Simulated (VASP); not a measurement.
# MnSi6 (Pm-3m) in VASP: further runs

The runs below take MnSi6 through single point, relaxation of cell and atoms, with PBE.

Program: VASP 6.6.1. These are calculated values, not measurements. Logs are shortened: lines on timing, memory, paths and dates and some standing lists are left out, and cuts for length are marked.

## (1) The cell of the first run

It takes space group Pm-3m (No. 221, cubic). The conventional cell has a = 5.769 Å, b = 5.769 Å, c = 5.769 Å, α = 90.00°, β = 90.00°, γ = 90.00°. Mn (site symmetry m-3m) has 24 Si at 4.24 Å and 6 Mn at 5.77 Å within 5.8 Å. Within 3.0 Å of Si (site symmetry 4mm) lie 5 Si at 2.30 to 2.45 Å.

The cell was built from a structure type or drawn by symmetry, and may not be a known phase.

## (2) Single point, PBE, collinear spin, ferromagnetic start

Contents of INCAR:

```
SYSTEM = MnSi6
ALGO = Normal
EDIFF = 1E-7
ENCUT = 520
GGA = PE
ISIF = 2
ISMEAR = 0
ISPIN = 2
LASPH = .TRUE.
LCHARG = .TRUE.
LELF = .TRUE.
LMAXMIX = 4
LORBIT = 11
LREAL = .FALSE.
LVHAR = .TRUE.
LWAVE = .FALSE.
MAGMOM = 4 0 0 0 0 0 0
NBANDS = 32
NELM = 150
PREC = Accurate
SIGMA = 0.1
```

Contents of KPOINTS:

```
k-points
0
G
  4 4 4
  0 0 0
```

Contents of POSCAR:

```
MnSi6
1.0
    5.7693144859      0.0000000000      0.0000000000
    0.0000000000      5.7693144859      0.0000000000
    0.0000000000      0.0000000000      5.7693144859
Mn Si
1 6
Direct
    0.0000000000      0.0000000000      0.0000000000
    0.1995898737      0.5000000000      0.5000000000
    0.5000000000      0.1995898737      0.5000000000
    0.8004101263      0.5000000000      0.5000000000
    0.5000000000      0.8004101263      0.5000000000
    0.5000000000      0.5000000000      0.1995898737
    0.5000000000      0.5000000000      0.8004101263
```

Potentials or basis: VASP PAW PBE potentials, release 64 (Mn_pv, Si).

The run is started by

```bash
cat potpaw_PBE.64/Mn_pv/POTCAR potpaw_PBE.64/Si/POTCAR > POTCAR
mpirun -np 1 vasp_std > vasp.out
```

OUTCAR:

```text
SYSTEM = MnSi6
   EDIFF = 1E-7
   ENCUT = 520
   GGA = PE
   ISIF = 2
   ISMEAR = 0
   ISPIN = 2
   LASPH = .TRUE.
   LORBIT = 11
   LREAL = .FALSE.
   NELM = 150
   PREC = Accurate

 ion  position               nearest neighbor table
   1  0.000  0.000  0.000-
   2  0.200  0.500  0.500-   4 2.30   3 2.45   5 2.45   6 2.45   7 2.45
   3  0.500  0.200  0.500-   5 2.30   4 2.45   2 2.45   6 2.45   7 2.45
   4  0.800  0.500  0.500-   2 2.30   3 2.45   5 2.45   6 2.45   7 2.45
   5  0.500  0.800  0.500-   3 2.30   2 2.45   4 2.45   6 2.45   7 2.45
   6  0.500  0.500  0.200-   7 2.30   3 2.45   4 2.45   5 2.45   2 2.45
   7  0.500  0.500  0.800-   6 2.30   3 2.45   4 2.45   5 2.45   2 2.45

  LATTYP: Found a simple cubic cell.
 ALAT       =     5.7693144859

  Lattice vectors:

 A1 = (   5.7693144859,   0.0000000000,   0.0000000000)
 A2 = (   0.0000000000,   5.7693144859,   0.0000000000)
 A3 = (   0.0000000000,   0.0000000000,   5.7693144859)

Analysis of symmetry for initial positions (statically):
=====================================================================
 Subroutine PRICEL returns:
 Original cell was already a primitive cell.

 Routine SETGRP: Setting up the symmetry group for a
 simple cubic supercell.

 Subroutine GETGRP returns: Found 48 space group operations
 (whereof 48 operations were pure point group operations)
 out of a pool of 48 trial point group operations.

The static configuration has the point symmetry O_h .

Analysis of symmetry for dynamics (positions and initial velocities):
=====================================================================
 Subroutine PRICEL returns:
 Original cell was already a primitive cell.

 Routine SETGRP: Setting up the symmetry group for a
 simple cubic supercell.

 Subroutine GETGRP returns: Found 48 space group operations
 (whereof 48 operations were pure point group operations)
 out of a pool of 48 trial point group operations.

The dynamic configuration has the point symmetry O_h .

Analysis of structural, dynamic, and magnetic symmetry:
=====================================================================
 Subroutine PRICEL returns:
 Original cell was already a primitive cell.

 Routine SETGRP: Setting up the symmetry group for a
 simple cubic supercell.

 Subroutine GETGRP returns: Found 48 space group operations
 (whereof 48 operations were pure point group operations)
 out of a pool of 48 trial point group operations.

The overall configuration has the point symmetry O_h .

 Subroutine INISYM returns: Found 48 space group operations
 (whereof 48 operations are pure point group operations),
 and found     1 'primitive' translations

----------------------------------------------------------------------------------------

                                     Primitive cell

  volume of cell :     192.0316

  direct lattice vectors                    reciprocal lattice vectors
     5.769314486  0.000000000  0.000000000     0.173330818  0.000000000  0.000000000
     0.000000000  5.769314486  0.000000000     0.000000000  0.173330818  0.000000000
     0.000000000  0.000000000  5.769314486     0.000000000  0.000000000  0.173330818

  length of vectors
     5.769314486  5.769314486  5.769314486     0.173330818  0.173330818  0.173330818

  position of ions in fractional coordinates (direct lattice)
     0.000000000  0.000000000  0.000000000
     0.199589874  0.500000000  0.500000000
     0.500000000  0.199589874  0.500000000
     0.800410126  0.500000000  0.500000000
     0.500000000  0.800410126  0.500000000
     0.500000000  0.500000000  0.199589874
     0.500000000  0.500000000  0.800410126

  ion indices of the primitive-cell ions
   primitive index   ion index
                 1           1
                 2           2
                 3           3
                 4           4
                 5           5
                 6           6
                 7           7

----------------------------------------------------------------------------------------

[... 35 lines left out ...]
  0.500000  0.500000  0.500000      1.000000
   k-points           NKPTS =     10   k-points in BZ     NKDIM =     10   number of bands    NBANDS=     32
   number of dos      NEDOS =    301   number of ions     NIONS =      7
   total plane-waves  NPLWV = 110592
   dimension x,y,z NGX =    48 NGY =   48 NGZ =   48
   dimension x,y,z NGXF=    96 NGYF=   96 NGZF=   96
   ions per type =               1   6
   NGX,Y,Z   is equivalent  to a cutoff of  13.83, 13.83, 13.83 a.u.
   NGXF,Y,Z  is equivalent  to a cutoff of  27.66, 27.66, 27.66 a.u.
 SYSTEM =  MnSi6
   PREC   = accura    normal or accurate (medium, high low for compatibility)
   ISTART =      0    job   : 0-new  1-cont  2-samecut
   ICHARG =      2    charge: 1-file 2-atom 10-const
   ISPIN  =      2    spin polarized calculation?
   LNONCOLLINEAR =      F non collinear calculations
   LSORBIT =      F    spin-orbit coupling
   LASPH  =      T    aspherical Exc in radial PAW
   ENCUT  =  520.0 eV  38.22 Ry    6.18 a.u.  10.73 10.73 10.73*2*pi/ulx,y,z
   NELM   =    150;   NELMIN=  2; NELMDL= -5     # of ELM steps
   EDIFF  = 0.1E-06   stopping-criterion for ELM
   LREAL  =      F    real-space projection
   EDIFFG = 0.1E-05   stopping-criterion for IOM
   NSW    =      0    number of steps for IOM
   IBRION =     -1    ionic relax: 0-MD 1-quasi-New 2-CG
   NFREE  =      0    steps in history (QN), initial steepest desc. (CG)
   ISIF   =      2    stress and relaxation
   ISYM   =      2    0-nonsym 1-usesym 2-fastsym
   POTIM  = 0.5000    time-step for ionic-motion
   TEBEG  =    0.0;   TEEND  =   0.0 temperature during run
   PSTRESS=    0.0 pullay stress
   NELECT =      37.0000    total number of electrons
   NUPDOWN=      -1.0000    fix difference up-down
   EMIN   =  10.00;   EMAX   =-10.00  energy-range for DOS
   EFERMI =   0.00;   METHOD = LEGACY
   ISMEAR =     0;   SIGMA  =   0.10  broadening in eV -4-tet -1-fermi 0-gaus
   EFERMI_NEDOS =   21; number of points for ismear=-14 and -15
   IALGO  =     38    algorithm
   IMIX   =      4    mixing-type and parameters
     AMIX     =   0.40;   BMIX     =  1.00
     AMIX_MAG =   1.60;   BMIX_MAG =  1.00
  volume/ion in A,a.u.               =      27.43       185.13
  Fermi-wavevector in a.u.,A,eV,Ry     =   0.945550  1.786831 12.164492  0.894065
  Thomas-Fermi vector in A             =   2.073462
   LORBIT       =     11    0 simple, 1 ext, 2 COOP (PROOUT), +10 PAW based schemes
   GGA     = PE    functional components
   LHFCALC =     F    Hartree Fock is set to
   AEXX    =    0.0000 exact exchange contribution
   IVDW    =     0    specifies the selected vdW correction
   LEPSILON=     F    determine dielectric tensor
   LRPA    =     F    only Hartree local field effects (RPA)
 spin polarized calculation
 Gauss-broadening in eV      SIGMA  =   0.10
  energy-cutoff  :      520.00
  volume of cell :      192.03
 maximum number of plane-waves:      5232
 NGX is ok and might be reduce to    48
   NGX = 21   NGY = 21   NGZ = 21

 number of electron      36.9999989 magnetization       4.8321250

 Free energy of the ion-electron system (eV)
  ---------------------------------------------------
  ext. energy  EPLUGINS =         0.00000000
  ---------------------------------------------------
  free energy    TOTEN  =       -33.22527690 eV

  energy without entropy =      -33.20659223  energy(sigma->0) =      -33.21593456

 E-fermi :   3.7033     XC(G=0):  -8.2067

 val. band max:        3.6989361878   @ k =   0.5000   0.2500   0.2500
 cond. band min:       3.7475387568   @ k =   0.5000   0.0000   0.0000
 fundamental gap:      0.0486025691
 Fermi energy:         3.7032802997

 spin component 1

 k-point     1 :       0.0000    0.0000    0.0000
  band No.  band energies     occupation
      1     -47.8653      1.00000
      2     -47.8653      1.00000
      3     -47.8653      1.00000
      4      -9.6959      1.00000
      5      -4.3370      1.00000
      6      -4.3370      1.00000
[... 319 lines left out ...]
     29       6.4602      0.00000
     30       6.4602      0.00000
 Fermi energy:         3.7032802997

 spin component 2

 k-point     1 :       0.0000    0.0000    0.0000
  band No.  band energies     occupation
      1     -43.0324      1.00000
      2     -43.0324      1.00000
      3     -43.0324      1.00000
      4      -9.7134      1.00000
      5      -4.3517      1.00000
      6      -4.3517      1.00000
[... 319 lines left out ...]
     29       6.8449      0.00000
     30       6.8449      0.00000
 [bands above 30 left out]

------------------------ aborting loop because EDIFF is reached ----------------------------------------

  FORCE on cell =-STRESS in cart. coord.  units (eV):
  Direction    XX          YY          ZZ          XY          YZ          ZX
  --------------------------------------------------------------------------------------
  -------------------------------------------------------------------------------------
  Total        0.1214043      0.1214043      0.1214043      0.0000000      0.0000000      0.0000000
  in kB        1.0129127      1.0129127      1.0129127      0.0000000      0.0000000      0.0000000
  external PRESSURE =       1.0129127 kB  Pullay stress =       0.0000000 kB

 VOLUME and BASIS-vectors are now :
 -----------------------------------------------------------------------------
  energy-cutoff  :      520.00
  volume of cell :      192.03
      direct lattice vectors                 reciprocal lattice vectors
     5.769314486  0.000000000  0.000000000     0.173330818  0.000000000  0.000000000
     0.000000000  5.769314486  0.000000000     0.000000000  0.173330818  0.000000000
     0.000000000  0.000000000  5.769314486     0.000000000  0.000000000  0.173330818

 POSITION                                       TOTAL-FORCE (eV/Angst)
 -----------------------------------------------------------------------------------
      0.00000      0.00000      0.00000        -0.000000      0.000000     -0.000000
      1.15150      2.88466      2.88466         0.012000      0.000000     -0.000000
      2.88466      1.15150      2.88466        -0.000000      0.012000     -0.000000
      4.61782      2.88466      2.88466        -0.012000      0.000000     -0.000000
      2.88466      4.61782      2.88466         0.000000     -0.012000     -0.000000
      2.88466      2.88466      1.15150         0.000000      0.000000      0.012000
      2.88466      2.88466      4.61782        -0.000000      0.000000     -0.012000
 -----------------------------------------------------------------------------------
    total drift:                               -0.000000     -0.000000     -0.000000

  FREE ENERGIE OF THE ION-ELECTRON SYSTEM (eV)
  ---------------------------------------------------
  free  energy   TOTEN  =       -33.2252769018 eV

  energy  without entropy=      -33.2065922260  energy(sigma->0) =      -33.21593456

 total charge

# of ion       s       p       d       tot
------------------------------------------
    1        0.411   5.991   4.769  11.171
    2        0.808   0.817   0.000   1.626
    3        0.808   0.817   0.000   1.626
    4        0.808   0.817   0.000   1.626
    5        0.808   0.817   0.000   1.626
    6        0.808   0.817   0.000   1.626
    7        0.808   0.817   0.000   1.626
--------------------------------------------------
tot          5.262  10.894   4.769  20.925

 magnetization (x)

# of ion       s       p       d       tot
------------------------------------------
    1        0.109   0.004   4.469   4.582
    2       -0.002  -0.002   0.000  -0.003
    3       -0.002  -0.002   0.000  -0.003
    4       -0.002  -0.002   0.000  -0.003
    5       -0.002  -0.002   0.000  -0.003
    6       -0.002  -0.002   0.000  -0.003
    7       -0.002  -0.002   0.000  -0.003
--------------------------------------------------
tot          0.100  -0.006   4.469   4.562
```

Run time: 6.6 min. Hardware: 1 thread of AMD EPYC 7R13, shared host; peak memory 0.4 GiB.

Results:

- Free energy: -33.2253 eV
- Pressure: 0.1 GPa
- Largest force: 0.012 eV/Å
- Net moment: 4.83 μB per cell
- Site moments: Mn +4.58; Si -0.00 μB
- Valence electrons inside the program's atomic spheres: Mn 11.17; Si 1.63

Forces in eV/Å, atoms in the order of the input:
```
Mn   0.000  0.000  0.000
Si   0.012  0.000  0.000
Si   0.000  0.012  0.000
Si  -0.012  0.000  0.000
Si   0.000 -0.012  0.000
Si   0.000  0.000  0.012
Si   0.000  0.000 -0.012
```

## (3) Relaxation of cell and atoms, PBE, collinear spin, ferromagnetic start

This run uses another cell than the first one, of 17.03 Å³/atom.

Contents of INCAR:

```
SYSTEM = MnSi6
PREC = Accurate ; ENCUT = 600
EDIFF = 1E-6 ; ISMEAR = 0
SIGMA = 0.1 ; LREAL = .False.
LASPH = .True. ; NELM = 150
ALGO = Normal ; ISIF = 3
LWAVE = .False. ; LCHARG = .False.
ISPIN = 2 ; MAGMOM = 4 0 0 0 0 0 0
LORBIT = 11 ; LMAXMIX = 4
GGA = PE ; IBRION = 2
NSW = 90 ; EDIFFG = -0.04
```

Contents of KPOINTS:

```
regular mesh
0
Gamma
  4 4 4
  0 0 0
```

Contents of POSCAR:

```
MnSi6
1.0
    4.9216199300      0.0000000000      0.0000000000
    0.0000000000      4.9216199300      0.0000000000
    0.0000000000      0.0000000000      4.9216199300
Mn Si
1 6
Direct
    0.0000000000      0.0000000000      0.0000000000
    0.2099999900      0.5000000000      0.5000000000
    0.5000000000      0.2099999900      0.5000000000
    0.7900000100      0.5000000000      0.5000000000
    0.5000000000      0.7900000100      0.5000000000
    0.5000000000      0.5000000000      0.2099999900
    0.5000000000      0.5000000000      0.7900000100
```

Potentials or basis: VASP PAW PBE potentials, release 64 (Mn_pv, Si).

The run is started by

```bash
cat potpaw_PBE.64/Mn_pv/POTCAR potpaw_PBE.64/Si/POTCAR > POTCAR
mpirun -np 1 vasp_std > vasp.out
```

OUTCAR:

```text
SYSTEM = MnSi6
   PREC = Accurate
   ENCUT = 600
   EDIFF = 1E-6
   ISMEAR = 0
   LREAL = .False.
   LASPH = .True.
   NELM = 150
   ISIF = 3
   ISPIN = 2
   LORBIT = 11
   GGA = PE
   IBRION = 2
   NSW = 90
   EDIFFG = -0.04

 ion  position               nearest neighbor table
   1  0.000  0.000  0.000-
   2  0.210  0.500  0.500-   3 2.02   5 2.02   6 2.02   7 2.02   4 2.07   4 2.85
   3  0.500  0.210  0.500-   2 2.02   4 2.02   6 2.02   7 2.02   5 2.07   5 2.85
   4  0.790  0.500  0.500-   3 2.02   5 2.02   6 2.02   7 2.02   2 2.07   2 2.85
   5  0.500  0.790  0.500-   2 2.02   4 2.02   6 2.02   7 2.02   3 2.07   3 2.85
   6  0.500  0.500  0.210-   2 2.02   3 2.02   4 2.02   5 2.02   7 2.07   7 2.85
   7  0.500  0.500  0.790-   2 2.02   3 2.02   4 2.02   5 2.02   6 2.07   6 2.85

  LATTYP: Found a simple cubic cell.
 ALAT       =     4.9216199300

  Lattice vectors:

 A1 = (   4.9216199300,   0.0000000000,   0.0000000000)
 A2 = (   0.0000000000,   4.9216199300,   0.0000000000)
 A3 = (   0.0000000000,   0.0000000000,   4.9216199300)

Analysis of symmetry for initial positions (statically):
=====================================================================
[... 186 lines left out ...]

 E-fermi :   7.4508     XC(G=0): -10.0107

 val. band max:        7.4506706713   @ k =   0.0000   0.0000   0.0000
 cond. band min:       7.4641746235   @ k =   0.2500   0.2500   0.0000
 fundamental gap:      0.0135039522
 Fermi energy:         7.4508472834
[... 1216 lines left out ...]
     23       8.1151      0.00000
     24       8.1151      0.00000

[... ionic steps 4 to 11 ...]

--------------------------------------- Ionic step       12  -------------------------------------------

 number of electron      37.0000028 magnetization      -4.8340783

------------------------ aborting loop because EDIFF is reached ----------------------------------------
[... 77 lines left out ...]
--------------------------------------- Ionic step       14  -------------------------------------------

 number of electron      37.0000029 magnetization      -4.8321625

 Free energy of the ion-electron system (eV)
  ---------------------------------------------------
  ext. energy  EPLUGINS =         0.00000000
  ---------------------------------------------------
  free energy    TOTEN  =       -33.21079472 eV

  energy without entropy =      -33.19214875  energy(sigma->0) =      -33.20147173

 E-fermi :   3.6981     XC(G=0):  -8.2036

 val. band max:        3.6943495576   @ k =   0.5000   0.2500   0.2500
 cond. band min:       3.7428359314   @ k =   0.5000   0.0000   0.0000
 fundamental gap:      0.0484863738
 Fermi energy:         3.6981196348
[... 577 lines left out ...]
  FREE ENERGIE OF THE ION-ELECTRON SYSTEM (eV)
  ---------------------------------------------------
  free  energy   TOTEN  =       -33.2107947207 eV

  energy  without entropy=      -33.1921487483  energy(sigma->0) =      -33.20147173

 reached required accuracy - stopping structural energy minimisation

 total charge

# of ion       s       p       d       tot
------------------------------------------
    1        0.411   5.992   4.769  11.171
    2        0.809   0.817   0.000   1.625
    3        0.809   0.817   0.000   1.625
    4        0.809   0.817   0.000   1.625
    5        0.809   0.817   0.000   1.625
    6        0.809   0.817   0.000   1.625
    7        0.809   0.817   0.000   1.625
--------------------------------------------------
tot          5.263  10.891   4.769  20.923

 magnetization (x)

# of ion       s       p       d       tot
------------------------------------------
    1       -0.109  -0.004  -4.469  -4.582
    2        0.002   0.002   0.000   0.003
    3        0.002   0.002   0.000   0.003
    4        0.002   0.002   0.000   0.003
    5        0.002   0.002   0.000   0.003
    6        0.002   0.002   0.000   0.003
    7        0.002   0.002   0.000   0.003
--------------------------------------------------
tot         -0.100   0.006  -4.469  -4.563
```

Wall time 65 min (1 thread of AMD EPYC 7R13, shared host); peak memory 0.29 GiB.

Results:

```yaml
Free_energy: -33.2108 eV
Relaxed_volume: 27.46 Å³/atom
Relaxed_cell: a = 5.771 Å, b = 5.771 Å, c = 5.771 Å, α = 90.00°, β = 90.00°, γ = 90.00°
Space_group_after_relaxing_to_0.1_Å: Pm-3m (No. 221)
Pressure_after_relaxing: 0.0 GPa
Net_moment: -4.83 μB per cell
Site_moments: Mn -4.58; Si +0.00 μB
Valence_electrons_inside_the_program's_atomic_spheres: Mn 11.17; Si 1.62
```

Final structure:
```yaml
crystal:
  lattice:
    - [5.77098, 0.00000, 0.00000]
    - [0.00000, 5.77098, 0.00000]
    - [0.00000, 0.00000, 5.77098]
  atoms:
    - { symbol: Mn, position: [0.00000, 0.00000, 0.00000] }
    - { symbol: Si, position: [0.19966, 0.50000, 0.50000] }
    - { symbol: Si, position: [0.50000, 0.19966, 0.50000] }
    - { symbol: Si, position: [0.80034, 0.50000, 0.50000] }
    - { symbol: Si, position: [0.50000, 0.80034, 0.50000] }
    - { symbol: Si, position: [0.50000, 0.50000, 0.19966] }
    - { symbol: Si, position: [0.50000, 0.50000, 0.80034] }
```

Caveat: the volume moved by over 15 % at a fixed basis, so the end points are rough.

(Continued in part 2 of 2.)
